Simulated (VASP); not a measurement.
# NaTa6 in VASP: a series of runs

NaTa6 is run at these levels: PBEsol; tasks: single point.

All numbers are computed with VASP 6.6.1; they aren't measurements. Logs are shortened: lines on timing, memory, paths and dates and some standing lists are left out, and cuts for length are marked.

## (1) The cell of the first run

The cell holds a slab with vacuum, 7 atoms: a = 4.639 Å, b = 4.639 Å, c = 19.944 Å, α = 90.00°, β = 90.00°, γ = 120.00°.

## (2) Single point, PBEsol

Contents of INCAR:

```
SYSTEM = NaTa6
PREC = Accurate
ENCUT = 520
EDIFF = 1E-6
ISMEAR = 0
SIGMA = 0.1
LREAL = .False.
LASPH = .True.
NELM = 60
ALGO = Normal
ISIF = 2
LWAVE = .False.
LCHARG = .False.
LDIPOL = .True.
IDIPOL = 3
DIPOL = 0.5 0.5 0.351
GGA = PS
NBANDS = 46
```

Contents of KPOINTS:

```
regular mesh
0
Gamma
  6 6 1
  0 0 0
```

Contents of POSCAR:

```
NaTa6
1.0
    4.6393552080      0.0000000000      0.0000000000
   -2.3196776040      4.0177994673      0.0000000000
    0.0000000000      0.0000000000     19.9442140487
Ta Na
6 1
Direct
    0.6666666667      0.3333333333      0.2005594199
    0.3333333333      0.6666666667      0.2480420840
    0.0000000000      0.0000000000      0.2955247481
    0.6666666667      0.3333333333      0.3400438158
    0.3333333333      0.6666666667      0.3814862476
    0.0000000000      0.0000000000      0.4233916678
    0.0000000000      0.2222222222      0.5687544043
```

Potentials or basis: VASP PAW PBE potentials, release 64 (Ta_pv, Na_pv).

Launch:

```sh
> cat potpaw_PBE.64/Ta_pv/POTCAR potpaw_PBE.64/Na_pv/POTCAR > POTCAR
> mpirun -np 1 vasp_std > vasp.out
```

OUTCAR:

```text
SYSTEM = NaTa6
   PREC = Accurate
   ENCUT = 520
   EDIFF = 1E-6
   ISMEAR = 0
   LREAL = .False.
   LASPH = .True.
   NELM = 60
   ISIF = 2
   GGA = PS

 ion  position               nearest neighbor table
   1  0.667  0.333  0.201-   4 2.78   2 2.84   2 2.84   2 2.84   3 3.28   3 3.28   3 3.28
   2  0.333  0.667  0.248-   5 2.66   1 2.84   1 2.84   3 2.84   3 2.84   3 2.84   1 2.84   4 3.25
                             4 3.25   4 3.25
   3  0.000  0.000  0.296-   6 2.55   4 2.82   4 2.82   4 2.82   2 2.84   2 2.84   2 2.84   5 3.18
                             5 3.18   5 3.18   1 3.28   1 3.28   1 3.28
   4  0.667  0.333  0.340-   1 2.78   5 2.80   5 2.80   5 2.80   3 2.82   3 2.82   3 2.82   6 3.15
                             6 3.15   6 3.15   2 3.25   2 3.25   2 3.25
   5  0.333  0.667  0.381-   2 2.66   4 2.80   4 2.80   4 2.80   6 2.81   6 2.81   6 2.81   3 3.18
                             3 3.18   3 3.18
   6  0.000  0.000  0.423-   3 2.55   5 2.81   5 2.81   5 2.81   7 3.08   4 3.15   4 3.15   4 3.15

   7  0.000  0.222  0.569-   6 3.08

  LATTYP: Found a hexagonal cell.
 ALAT       =     4.6393552080
 C/A-ratio  =     4.2989193874

  Lattice vectors:

 A1 = (   4.6393552080,   0.0000000000,   0.0000000000)
 A2 = (  -2.3196776040,   4.0177994673,   0.0000000000)
 A3 = (   0.0000000000,   0.0000000000,  19.9442140487)

Analysis of symmetry for initial positions (statically):
=====================================================================
 Subroutine PRICEL returns:
 Original cell was already a primitive cell.

 Routine SETGRP: Setting up the symmetry group for a
 hexagonal supercell.

 Subroutine GETGRP returns: Found  1 space group operations
 (whereof  1 operations were pure point group operations)
 out of a pool of 24 trial point group operations.

The static configuration has the point symmetry C_1 .

Analysis of symmetry for dynamics (positions and initial velocities):
=====================================================================
 Subroutine PRICEL returns:
 Original cell was already a primitive cell.

 Routine SETGRP: Setting up the symmetry group for a
 hexagonal supercell.

 Subroutine GETGRP returns: Found  1 space group operations
 (whereof  1 operations were pure point group operations)
 out of a pool of 24 trial point group operations.

The dynamic configuration has the point symmetry C_1 .

 Subroutine INISYM returns: Found  1 space group operations
 (whereof  1 operations are pure point group operations),
 and found     1 'primitive' translations

----------------------------------------------------------------------------------------

                                     Primitive cell

  volume of cell :     371.7601

  direct lattice vectors                    reciprocal lattice vectors
     4.639355208  0.000000000  0.000000000     0.215547195  0.124446231  0.000000000
    -2.319677604  4.017799467  0.000000000     0.000000000  0.248892462  0.000000000
     0.000000000  0.000000000 19.944214049     0.000000000  0.000000000  0.050139855

  length of vectors
     4.639355208  4.639355208 19.944214049     0.248892462  0.248892462  0.050139855

  position of ions in fractional coordinates (direct lattice)
     0.666666667  0.333333333  0.200559420
     0.333333333  0.666666667  0.248042084
     0.000000000  0.000000000  0.295524748
     0.666666667  0.333333333  0.340043816
     0.333333333  0.666666667  0.381486248
     0.000000000  0.000000000  0.423391668
     1.000000000  0.222222222  0.568754404

  ion indices of the primitive-cell ions
   primitive index   ion index
                 1           1
                 2           2
                 3           3
                 4           4
                 5           5
                 6           6
                 7           7

----------------------------------------------------------------------------------------

 KPOINTS: regular mesh

Automatic generation of k-mesh.
 Grid dimensions read from file:
 generate k-points for:    6    6    1

 Generating k-lattice:

  Cartesian coordinates                     Fractional coordinates (reciprocal lattice)
     0.035924532  0.020741038  0.000000000     0.166666667 -0.000000000  0.000000000
     0.000000000  0.041482077  0.000000000     0.000000000  0.166666667  0.000000000
     0.000000000  0.000000000  0.050139855     0.000000000  0.000000000  1.000000000

  Length of vectors
     0.041482077  0.041482077  0.050139855

  Shift w.r.t. Gamma in fractional coordinates (k-lattice)
     0.000000000  0.000000000  0.000000000

 Subroutine IBZKPT returns following result:
 ===========================================

 Found     20 irreducible k-points:

 Following reciprocal coordinates:
            Coordinates               Weight
  0.000000  0.000000  0.000000      1.000000
  0.166667  0.000000  0.000000      2.000000
  0.000000  0.166667  0.000000      2.000000
 -0.166667  0.166667  0.000000      2.000000
  0.333333  0.000000  0.000000      2.000000
  0.000000  0.333333  0.000000      2.000000
[... 12 lines left out ...]
  0.500000 -0.166667  0.000000      2.000000
  0.333333  0.333333  0.000000      2.000000
   k-points           NKPTS =     20   k-points in BZ     NKDIM =     20   number of bands    NBANDS=     46
   number of dos      NEDOS =    301   number of ions     NIONS =      7
   total plane-waves  NPLWV = 194400
   dimension x,y,z NGX =    36 NGY =   36 NGZ =  150
   dimension x,y,z NGXF=    72 NGYF=   72 NGZF=  300
   ions per type =               6   1
   NGX,Y,Z   is equivalent  to a cutoff of  12.90, 12.90, 12.50 a.u.
   NGXF,Y,Z  is equivalent  to a cutoff of  25.80, 25.80, 25.01 a.u.
 SYSTEM =  NaTa6
   PREC   = accura    normal or accurate (medium, high low for compatibility)
   ISTART =      0    job   : 0-new  1-cont  2-samecut
   ICHARG =      2    charge: 1-file 2-atom 10-const
   ISPIN  =      1    spin polarized calculation?
   LNONCOLLINEAR =      F non collinear calculations
   LSORBIT =      F    spin-orbit coupling
   LASPH  =      T    aspherical Exc in radial PAW
   ENCUT  =  520.0 eV  38.22 Ry    6.18 a.u.   8.63  8.63 37.08*2*pi/ulx,y,z
   NELM   =     60;   NELMIN=  2; NELMDL= -5     # of ELM steps
   EDIFF  = 0.1E-05   stopping-criterion for ELM
   LREAL  =      F    real-space projection
   EDIFFG = 0.1E-04   stopping-criterion for IOM
   NSW    =      0    number of steps for IOM
   IBRION =     -1    ionic relax: 0-MD 1-quasi-New 2-CG
   NFREE  =      0    steps in history (QN), initial steepest desc. (CG)
   ISIF   =      2    stress and relaxation
   ISYM   =      2    0-nonsym 1-usesym 2-fastsym
   POTIM  = 0.5000    time-step for ionic-motion
   TEBEG  =    0.0;   TEEND  =   0.0 temperature during run
   PSTRESS=    0.0 pullay stress
   NELECT =      73.0000    total number of electrons
   NUPDOWN=      -1.0000    fix difference up-down
   EMIN   =  10.00;   EMAX   =-10.00  energy-range for DOS
   EFERMI =   0.00;   METHOD = LEGACY
   ISMEAR =     0;   SIGMA  =   0.10  broadening in eV -4-tet -1-fermi 0-gaus
   EFERMI_NEDOS =   21; number of points for ismear=-14 and -15
   IALGO  =     38    algorithm
   IMIX   =      4    mixing-type and parameters
     AMIX     =   0.40;   BMIX     =  1.00
     AMIX_MAG =   1.60;   BMIX_MAG =  1.00
  volume/ion in A,a.u.               =      53.11       358.39
  Fermi-wavevector in a.u.,A,eV,Ry     =   0.951542  1.798155 12.319165  0.905433
  Thomas-Fermi vector in A             =   2.080022
   LORBIT       =      0    0 simple, 1 ext, 2 COOP (PROOUT), +10 PAW based schemes
   GGA     = PS    functional components
   LHFCALC =     F    Hartree Fock is set to
   AEXX    =    0.0000 exact exchange contribution
   IVDW    =     0    specifies the selected vdW correction
   LEPSILON=     F    determine dielectric tensor
   LRPA    =     F    only Hartree local field effects (RPA)
 non-spin polarized calculation
 Gauss-broadening in eV      SIGMA  =   0.10
  energy-cutoff  :      520.00
  volume of cell :      371.76
 maximum number of plane-waves:     10037
 NGX is ok and might be reduce to    36
   NGX = 17   NGY = 17   NGZ = 75

 dipolmoment           0.000000      0.000000      0.397417 electrons x Angstroem

 number of electron      73.0000007 magnetization

 dipolmoment           0.000000      0.000000     -0.116340 electrons x Angstroem

 Free energy of the ion-electron system (eV)
  ---------------------------------------------------
  ext. energy  EPLUGINS =         0.00000000
  ---------------------------------------------------
  free energy    TOTEN  =       -69.47948129 eV

  energy without entropy =      -69.44480863  energy(sigma->0) =      -69.46214496

 E-fermi :  -0.1153     XC(G=0):  -5.5712

 val. band max:       -0.1566411648   @ k =   0.3333   0.3333   0.0000
 cond. band min:      -0.1012372188   @ k =  -0.3333   0.1667   0.0000
 fundamental gap:      0.0554039460
 Fermi energy:        -0.1152745381

 k-point     1 :       0.0000    0.0000    0.0000
  band No.  band energies     occupation
      1     -34.8387      2.00000
      2     -34.6422      2.00000
      3     -34.5196      2.00000
      4     -34.5188      2.00000
      5     -34.3342      2.00000
      6     -34.3328      2.00000
[... 38 lines left out ...]
     45       2.3193      0.00000
     46       2.3734      0.00000

 k-point     2 :       0.1667    0.0000    0.0000
  band No.  band energies     occupation
      1     -34.8474      2.00000
      2     -34.6615      2.00000
      3     -34.5592      2.00000
      4     -34.5323      2.00000
      5     -34.4141      2.00000
      6     -34.3789      2.00000
[... 874 lines left out ...]
 k-point    20 :       0.3333    0.3333    0.0000
  band No.  band energies     occupation
      1     -34.8795      2.00000
      2     -34.7621      2.00000
      3     -34.5688      2.00000
      4     -34.4933      2.00000
      5     -34.4865      2.00000
      6     -34.3707      2.00000
[... 38 lines left out ...]
     45       1.6743      0.00000
     46       2.3398      0.00000

------------------------ aborting loop because EDIFF is reached ----------------------------------------

 vacuum level on the upper side and lower side of the slab       (xc-potential included)        -1.105         0.138

  FORCE on cell =-STRESS in cart. coord.  units (eV):
  Direction    XX          YY          ZZ          XY          YZ          ZX
  --------------------------------------------------------------------------------------
  -------------------------------------------------------------------------------------
  Total       -5.5888191     -5.6610037     -3.5255812     -0.1861864      0.7849179     -0.4471777
  in kB      -24.0861745    -24.3972691    -15.1942228     -0.8024091      3.3827664     -1.9272048
  external PRESSURE =     -21.2258888 kB  Pullay stress =       0.0000000 kB

 VOLUME and BASIS-vectors are now :
 -----------------------------------------------------------------------------
  energy-cutoff  :      520.00
  volume of cell :      371.76
      direct lattice vectors                 reciprocal lattice vectors
     4.639355208  0.000000000  0.000000000     0.215547195  0.124446231  0.000000000
    -2.319677604  4.017799467  0.000000000     0.000000000  0.248892462  0.000000000
     0.000000000  0.000000000 19.944214049     0.000000000  0.000000000  0.050139855

 POSITION                                       TOTAL-FORCE (eV/Angst)
 -----------------------------------------------------------------------------------
      2.31968      1.33927      4.00000        -0.000644     -0.002754      1.786555
     -0.00000      2.67853      4.94700        -0.005255      0.005355     -0.043124
      0.00000      0.00000      5.89401         0.003214      0.010651     -1.819100
      2.31968      1.33927      6.78191         0.019419     -0.013586      0.089316
     -0.00000      2.67853      7.60844         0.013561     -0.062558      0.231216
      0.00000      0.00000      8.44421         0.113304     -0.193415     -0.242762
     -0.51548      0.89284     11.34336        -0.143599      0.256309     -0.002102
 -----------------------------------------------------------------------------------
    total drift:                               -0.000018     -0.000038      0.000425

  FREE ENERGIE OF THE ION-ELECTRON SYSTEM (eV)
  ---------------------------------------------------
  free  energy   TOTEN  =       -69.4794812855 eV

  energy  without entropy=      -69.4448086291  energy(sigma->0) =      -69.46214496

 vacuum level on the upper side and lower side of the slab         1.697         2.972
```

Run time: 5.9 min. Hardware: 1 thread of AMD EPYC 9R45 (Zen 5), shared host; peak memory 0.59 GiB.

What came out:

- Free energy: -69.4795 eV
- Largest force: 1.819 eV/Å
- Band gap on the k mesh: zero (an odd number of electrons rules out a gap without spin polarisation)

Forces in eV/Å, atoms in the order of the input:
```
Ta  -0.001 -0.003  1.787
Ta  -0.005  0.005 -0.043
Ta   0.003  0.011 -1.819
Ta   0.019 -0.014  0.089
Ta   0.014 -0.063  0.231
Ta   0.113 -0.193 -0.243
Na  -0.144  0.256 -0.002
```

Levels at points of the mesh, in eV from the Fermi level:
| k point | band 33 | band 34 | band 35 | band 36 | band 37 | band 38 | band 39 | band 40 |
| --- | --- | --- | --- | --- | --- | --- | --- | --- |
| (0.00, 0.00, 0.00) | -1.08 | -0.93 | -0.93 | -0.38 | -0.38 | 0.15 | 0.24 | 0.25 |
| (0.50, 0.00, 0.00) | -1.08 | -0.94 | -0.65 | -0.28 | -0.09 | 0.11 | 0.85 | 1.04 |
| (0.00, 0.50, 0.00) | -1.08 | -0.94 | -0.67 | -0.27 | -0.09 | 0.11 | 0.83 | 1.05 |
| (0.50, 0.50, 0.00) | -1.08 | -0.94 | -0.67 | -0.28 | -0.08 | 0.10 | 0.85 | 1.05 |

Caveat: the PAW data sets were made with another functional, which shifts forces and pressure a little; spin-orbit coupling is left out, which moves the levels of the heavy elements.

## (3) Single point, PBEsol

Contents of INCAR:

```
PREC = Accurate
ENCUT = 520
EDIFF = 1E-6
ISMEAR = 0
SIGMA = 0.1
LREAL = False
LASPH = True
NELM = 80
ALGO = Normal
ISIF = 2
LWAVE = False
LCHARG = True
LDIPOL = True
IDIPOL = 3
DIPOL = 0.5 0.5 0.347
GGA = PS
LELF = True
LVHAR = True
LVACPOTAV = True
NBANDS = 46
```

Contents of KPOINTS:

```
Automatic mesh
0
Gamma
  6 6 1
```

POSCAR: that of step 2 with these lines changed.

```diff
@@ -14,2 +14,2 @@
     0.0000000000      0.0000000000      0.4233916678
-    0.0000000000      0.2222222222      0.5687544043
+    0.0000000000      0.4444444444      0.5372846054
```

Potentials or basis: VASP PAW PBE potentials, release 64 (Ta_pv, Na_pv).

Launch:

```sh
> cat potpaw_PBE.64/Ta_pv/POTCAR potpaw_PBE.64/Na_pv/POTCAR > POTCAR
> mpirun -np 1 vasp_std > vasp.out
```

It took 7.5 min on 1 thread of AMD EPYC 9R45 (Zen 5), shared host; peak memory 0.59 GiB.

The run converged. Its results:

```
Free energy            : -69.8812 eV
Largest force          : 1.849 eV/Å
Band gap on the k mesh : zero (an odd number of electrons rules out a gap without spin polarisation)
```

Forces on the atoms (eV/Å):
```
Ta   0.008  0.009  1.752
Ta  -0.010 -0.003 -0.032
Ta   0.018  0.004 -1.849
Ta   0.037  0.016  0.106
Ta   0.001 -0.015  0.251
Ta   0.148 -0.206 -0.239
Na  -0.203  0.197  0.011
```

Levels at points of the mesh, in eV from the Fermi level:
```csv
k point,band 33,band 34,band 35,band 36,band 37,band 38,band 39,band 40
"(0.00, 0.00, 0.00)",-1.00,-0.98,-0.96,-0.42,-0.41,0.15,0.22,0.22
"(0.50, 0.00, 0.00)",-1.16,-0.96,-0.71,-0.30,-0.08,0.08,0.83,1.07
"(0.00, 0.50, 0.00)",-1.15,-0.96,-0.74,-0.30,-0.07,0.07,0.80,1.05
"(0.50, 0.50, 0.00)",-1.15,-0.97,-0.74,-0.30,-0.06,0.07,0.80,1.05
```

Caveat: the PAW data sets were made with another functional, which shifts forces and pressure a little; spin-orbit coupling is left out, which moves the levels of the heavy elements.

The gap in the log of VASP goes by the Fermi energy; the results here count the filled bands.